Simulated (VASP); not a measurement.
# Au (Im-3m) in VASP: notebook, part 2 of 2

VASP 6.6.1. Earlier steps stand in the parts before.

## (3) Single point, r2SCAN

This run uses another cell than the first one, of 18.21 Å³/atom, 0.942 times its volume.

POSCAR reads:

```
Au
1.0
   -1.6572690000      1.6572690000      1.6572690000
    1.6572690000     -1.6572690000      1.6572690000
    1.6572690000      1.6572690000     -1.6572690000
Au
1
Direct
    0.0000000000      0.0000000000      0.0000000000
```

INCAR.step1 reads:

```
PREC     = Accurate       # precision mode
ENCUT    = 550            # plane-wave cutoff, eV
ISMEAR   = 0              # smearing method
SIGMA    = 0.1            # smearing width, eV
LREAL    = False          # projectors in reciprocal space
LASPH    = True           # aspherical terms in the spheres
NELM     = 120            # most SCF steps
NBANDS   = 12             # bands
GGA      = PE             # functional
ALGO     = Normal         # electronic algorithm
EDIFF    = 1E-5           # SCF threshold, eV
LWAVE    = True           # write WAVECAR
LCHARG   = False          # write CHGCAR
GGA_COMPAT= False
```

INCAR.step2 reads:

```
PREC     = Accurate       # precision mode
ENCUT    = 550            # plane-wave cutoff, eV
EDIFF    = 1E-6           # SCF threshold, eV
ISMEAR   = 0              # smearing method
SIGMA    = 0.1            # smearing width, eV
LREAL    = False          # projectors in reciprocal space
LASPH    = True           # aspherical terms in the spheres
NELM     = 120            # most SCF steps
ALGO     = Normal         # electronic algorithm
ISIF     = 2              # what is computed and relaxed
LWAVE    = False          # write WAVECAR
LCHARG   = False          # write CHGCAR
METAGGA  = R2SCAN         # meta-GGA
LMIXTAU  = True         
NBANDS   = 12             # bands
ISTART   = 1            
GGA_COMPAT= False
```

KPOINTS reads:

```
Automatic mesh
0
Gamma
  8 8 8
```

Potentials or basis: VASP PAW PBE potentials, release 64 (Au).

Started as:

```bash
cat potpaw_PBE.64/Au/POTCAR > POTCAR
cp INCAR.step1 INCAR
mpirun -np 1 vasp_std > vasp.out
cp INCAR.step2 INCAR
mpirun -np 1 vasp_std > vasp.out
```

OUTCAR:

```text
PREC = Accurate
   ENCUT = 550
   EDIFF = 1E-6
   ISMEAR = 0
   LREAL = False
   LASPH = True
   NELM = 120
   ISIF = 2
   METAGGA = R2SCAN
   ISTART = 1

 ion  position               nearest neighbor table
   1  0.000  0.000  0.000-

  LATTYP: Found a body centered cubic cell.
 ALAT       =     3.3145380000

  Lattice vectors:

 A1 = (  -1.6572690000,   1.6572690000,   1.6572690000)
 A2 = (   1.6572690000,  -1.6572690000,   1.6572690000)
 A3 = (   1.6572690000,   1.6572690000,  -1.6572690000)

Analysis of symmetry for initial positions (statically):
=====================================================================
 Subroutine PRICEL returns:
 Original cell was already a primitive cell.

 Routine SETGRP: Setting up the symmetry group for a
 body centered cubic supercell.

 Subroutine GETGRP returns: Found 48 space group operations
 (whereof 48 operations were pure point group operations)
 out of a pool of 48 trial point group operations.

The static configuration has the point symmetry O_h .

Analysis of symmetry for dynamics (positions and initial velocities):
=====================================================================
 Subroutine PRICEL returns:
 Original cell was already a primitive cell.

 Routine SETGRP: Setting up the symmetry group for a
 body centered cubic supercell.

 Subroutine GETGRP returns: Found 48 space group operations
 (whereof 48 operations were pure point group operations)
 out of a pool of 48 trial point group operations.

The dynamic configuration has the point symmetry O_h .

 Subroutine INISYM returns: Found 48 space group operations
 (whereof 48 operations are pure point group operations),
 and found     1 'primitive' translations

----------------------------------------------------------------------------------------

                                     Primitive cell

  volume of cell :      18.2070

  direct lattice vectors                    reciprocal lattice vectors
    -1.657269000  1.657269000  1.657269000     0.000000000  0.301701172  0.301701172
     1.657269000 -1.657269000  1.657269000     0.301701172  0.000000000  0.301701172
     1.657269000  1.657269000 -1.657269000     0.301701172  0.301701172  0.000000000

  length of vectors
     2.870474110  2.870474110  2.870474110     0.426669890  0.426669890  0.426669890

  position of ions in fractional coordinates (direct lattice)
     0.000000000  0.000000000  0.000000000

  ion indices of the primitive-cell ions
   primitive index   ion index
                 1           1

----------------------------------------------------------------------------------------

 KPOINTS: Automatic mesh

Automatic generation of k-mesh.
 Grid dimensions read from file:
 generate k-points for:    8    8    8

 Generating k-lattice:

  Cartesian coordinates                     Fractional coordinates (reciprocal lattice)
     0.000000000  0.037712647  0.037712647     0.125000000  0.000000000  0.000000000
     0.037712647  0.000000000  0.037712647     0.000000000  0.125000000  0.000000000
     0.037712647  0.037712647  0.000000000     0.000000000  0.000000000  0.125000000

  Length of vectors
     0.053333736  0.053333736  0.053333736

  Shift w.r.t. Gamma in fractional coordinates (k-lattice)
     0.000000000  0.000000000  0.000000000

 Subroutine IBZKPT returns following result:
 ===========================================

 Found     29 irreducible k-points:

 Following reciprocal coordinates:
            Coordinates               Weight
  0.000000  0.000000  0.000000      1.000000
  0.125000  0.000000  0.000000     12.000000
  0.250000  0.000000  0.000000     12.000000
  0.375000  0.000000  0.000000     12.000000
  0.500000  0.000000  0.000000      6.000000
  0.125000  0.125000  0.000000     24.000000
[... 16 lines left out ...]
 -0.250000  0.250000  0.250000      6.000000
 -0.375000  0.375000  0.250000     24.000000
 [... further k-points ...]
   k-points           NKPTS =     29   k-points in BZ     NKDIM =     29   number of bands    NBANDS=     12
   number of dos      NEDOS =    301   number of ions     NIONS =      1
   total plane-waves  NPLWV =  13824
   dimension x,y,z NGX =    24 NGY =   24 NGZ =   24
   dimension x,y,z NGXF=    48 NGYF=   48 NGZF=   48
   ions per type =               1
   NGX,Y,Z   is equivalent  to a cutoff of  13.90, 13.90, 13.90 a.u.
   NGXF,Y,Z  is equivalent  to a cutoff of  27.80, 27.80, 27.80 a.u.
 SYSTEM =  unknown system
   PREC   = accura    normal or accurate (medium, high low for compatibility)
   ISTART =      1    job   : 0-new  1-cont  2-samecut
   ICHARG =      0    charge: 1-file 2-atom 10-const
   ISPIN  =      1    spin polarized calculation?
   LNONCOLLINEAR =      F non collinear calculations
   LSORBIT =      F    spin-orbit coupling
   LASPH  =      T    aspherical Exc in radial PAW
   ENCUT  =  550.0 eV  40.42 Ry    6.36 a.u.   5.49  5.49  5.49*2*pi/ulx,y,z
   NELM   =    120;   NELMIN=  2; NELMDL=  0     # of ELM steps
   EDIFF  = 0.1E-05   stopping-criterion for ELM
   LREAL  =      F    real-space projection
   EDIFFG = 0.1E-04   stopping-criterion for IOM
   NSW    =      0    number of steps for IOM
   IBRION =     -1    ionic relax: 0-MD 1-quasi-New 2-CG
   NFREE  =      0    steps in history (QN), initial steepest desc. (CG)
   ISIF   =      2    stress and relaxation
   ISYM   =      2    0-nonsym 1-usesym 2-fastsym
   POTIM  = 0.5000    time-step for ionic-motion
   TEBEG  =    0.0;   TEEND  =   0.0 temperature during run
   PSTRESS=    0.0 pullay stress
   NELECT =      11.0000    total number of electrons
   NUPDOWN=      -1.0000    fix difference up-down
   EMIN   =  10.00;   EMAX   =-10.00  energy-range for DOS
   EFERMI =   0.00;   METHOD = LEGACY
   ISMEAR =     0;   SIGMA  =   0.10  broadening in eV -4-tet -1-fermi 0-gaus
   EFERMI_NEDOS =   21; number of points for ismear=-14 and -15
   IALGO  =     38    algorithm
   IMIX   =      4    mixing-type and parameters
     AMIX     =   0.40;   BMIX     =  1.00
     AMIX_MAG =   1.60;   BMIX_MAG =  1.00
  volume/ion in A,a.u.               =      18.21       122.87
  Fermi-wavevector in a.u.,A,eV,Ry     =   1.383968  2.615320 26.060157  1.915367
  Thomas-Fermi vector in A             =   2.508516
   LORBIT       =      0    0 simple, 1 ext, 2 COOP (PROOUT), +10 PAW based schemes
   METAGGA = R2SCAN    functional components
   LHFCALC =     F    Hartree Fock is set to
   AEXX    =    0.0000 exact exchange contribution
   IVDW    =     0    specifies the selected vdW correction
   LEPSILON=     F    determine dielectric tensor
   LRPA    =     F    only Hartree local field effects (RPA)
 non-spin polarized calculation
 Gauss-broadening in eV      SIGMA  =   0.10
  energy-cutoff  :      550.00
  volume of cell :       18.21
 maximum number of plane-waves:       555
 NGX is ok and might be reduce to    24

 number of electron      10.9999998 magnetization

 Free energy of the ion-electron system (eV)
  ---------------------------------------------------
  ext. energy  EPLUGINS =         0.00000000
  ---------------------------------------------------
  free energy    TOTEN  =       -50.52427436 eV

  energy without entropy =      -50.51840123  energy(sigma->0) =      -50.52133780

 E-fermi :   8.4849     XC(G=0): -13.1621

 val. band max:        8.4516045565   @ k =   0.2500   0.1250   0.1250
 cond. band min:       8.5498633616   @ k =   0.3750   0.1250   0.0000
 fundamental gap:      0.0982588051
 Fermi energy:         8.4849474746

 k-point     1 :       0.0000    0.0000    0.0000
  band No.  band energies     occupation
      1      -1.1012      2.00000
      2       3.4705      2.00000
      3       3.4705      2.00000
      4       3.4705      2.00000
      5       5.2496      2.00000
      6       5.2496      2.00000
      7      25.6667      0.00000
      8      25.6667      0.00000
      9      25.6667      0.00000
     10      32.3041      0.00000
     11      32.3041      0.00000
     12      32.3041      0.00000
[... 331 lines left out ...]
 k-point    24 :      -0.3750    0.3750    0.2500
  band No.  band energies     occupation
      1       2.4992      2.00000
      2       2.8928      2.00000
      3       4.1060      2.00000
      4       4.5967      2.00000
      5       5.8587      2.00000
      6       8.1503      2.00000
      7      16.6811      0.00000
      8      19.6086      0.00000
      9      22.0056      0.00000
     10      25.1914      0.00000
     11      31.0635      0.00000
     12      33.9212      0.00000

 [... further k-points ...]
[... 5 lines left out ...]
  --------------------------------------------------------------------------------------
  -------------------------------------------------------------------------------------
  Total       -0.4998715     -0.4998715     -0.4998715     -0.0000000      0.0000000      0.0000000
  in kB      -43.9875637    -43.9875637    -43.9875637     -0.0000000      0.0000000      0.0000000
  external PRESSURE =     -43.9875637 kB  Pullay stress =       0.0000000 kB

 VOLUME and BASIS-vectors are now :
 -----------------------------------------------------------------------------
  energy-cutoff  :      550.00
  volume of cell :       18.21
      direct lattice vectors                 reciprocal lattice vectors
    -1.657269000  1.657269000  1.657269000     0.000000000  0.301701172  0.301701172
     1.657269000 -1.657269000  1.657269000     0.301701172  0.000000000  0.301701172
     1.657269000  1.657269000 -1.657269000     0.301701172  0.301701172  0.000000000

 POSITION                                       TOTAL-FORCE (eV/Angst)
 -----------------------------------------------------------------------------------
      0.00000      0.00000      0.00000        -0.000000     -0.000000      0.000000
 -----------------------------------------------------------------------------------
    total drift:                                0.000000      0.000000     -0.000000

  FREE ENERGIE OF THE ION-ELECTRON SYSTEM (eV)
  ---------------------------------------------------
  free  energy   TOTEN  =       -50.5242743626 eV

  energy  without entropy=      -50.5184012342  energy(sigma->0) =      -50.52133780
```

Wall time 19 s (1 thread of Intel Xeon 6975P-C (Granite Rapids), shared host); peak memory 0.14 GiB.

What came out:

| Property | Result |
| --- | --- |
| Free energy | -50.5243 eV |
| Pressure | -4.4 GPa |

Caveat: the PAW data sets were made with another functional, which shifts forces and pressure a little; spin-orbit coupling is left out, which moves the levels of the heavy elements.

## (4) Single point, r2SCAN

This run uses another cell than the first one: it holds 2 atoms, not 1.

POSCAR reads:

```
Au
1.0
    3.2753759639      0.0000000000      0.0000000000
    0.0000000000      3.2753759639      0.0000000000
    0.0000000000      0.0000000000      3.2753759639
Au
2
Direct
    0.0000000000      0.0000000000      0.0000000000
    0.5000000000      0.5000000000      0.5000000000
```

INCAR.step1 reads:

```
  ALGO = Normal
  EDIFF = 1E-4
  ENCUT = 520
  GGA = PE
  ISMEAR = 0
  LASPH = T
  LCHARG = F
  LREAL = F
  LWAVE = T
  NBANDS = 18
  NELM = 60
  PREC = Accurate
  SIGMA = 0.1
```

INCAR.step2 reads:

```
  ALGO = Normal
  EDIFF = 1E-7
  ENCUT = 520
  ISIF = 2
  ISMEAR = 0
  ISTART = 1
  LASPH = T
  LCHARG = F
  LMIXTAU = T
  LREAL = F
  LWAVE = F
  METAGGA = R2SCAN
  NBANDS = 18
  NELM = 60
  PREC = Accurate
  SIGMA = 0.1
```

KPOINTS reads:

```
k-points
0
Gamma
  16 16 16
```

Started as:

```bash
cat potpaw_PBE.64/Au/POTCAR > POTCAR
cp INCAR.step1 INCAR
mpirun -np 1 vasp_std > vasp.out
cp INCAR.step2 INCAR
mpirun -np 1 vasp_std > vasp.out
```

It took 77 s on 1 thread of Intel Xeon 6975P-C (Granite Rapids), shared host; peak memory 0.21 GiB.

Results (log left out):

```
Free energy            : -101.1525 eV
Pressure               : 0.6 GPa
Band gap on the k mesh : zero (band 11 reaches 11.92 eV, above the bottom of band 12 at 6.77 eV)
```

Levels at points of the mesh, in eV from the Fermi level:
```
           k point  band 7  band 8  band 9  band 10  band 11  band 12  band 13  band 14  band 15  band 16
(0.00, 0.00, 0.00)   -3.10   -3.10   -1.94    -1.94    -1.94     6.62     6.62     6.62     9.77    16.39
(0.50, 0.00, 0.00)   -4.33   -4.33   -3.58    -3.58    -2.07    -2.07    13.12    13.12    14.14    14.14
(0.50, 0.50, 0.00)   -2.92   -2.92   -1.56    -1.56    -0.34    -0.34     3.51     3.51    13.07    13.07
(0.50, 0.50, 0.50)   -2.88   -2.88   -2.88    -2.88     2.93     2.93     7.46     7.46     7.46     7.46
```

Caveat: the PAW data sets were made with another functional, which shifts forces and pressure a little; spin-orbit coupling is left out, which moves the levels of the heavy elements.

## (5) Summary

```csv
cell,k mesh,cutoff (eV),gap on the mesh (eV),pressure (GPa)
"a = 2.928 Å, angles 109.5°, 1 atom",18 × 18 × 18,520,none,-10.5
"a = 2.870 Å, angles 109.5°, 1 atom",8 × 8 × 8,550,none,-4.4
"a = 3.275 Å, 2 atoms",16 × 16 × 16,520,none,0.6
```

Alike in all rows: task single point; level r2SCAN; potentials or basis VASP PAW PBE potentials, release 64 (Au); no spin polarisation; smearing gaussian 0.1 eV.

Caveats: the PAW data sets were made with another functional, which shifts forces and pressure a little; spin-orbit coupling is left out, which moves the levels of the heavy elements.

Absolute energies hang on the potentials; compare differences alone.
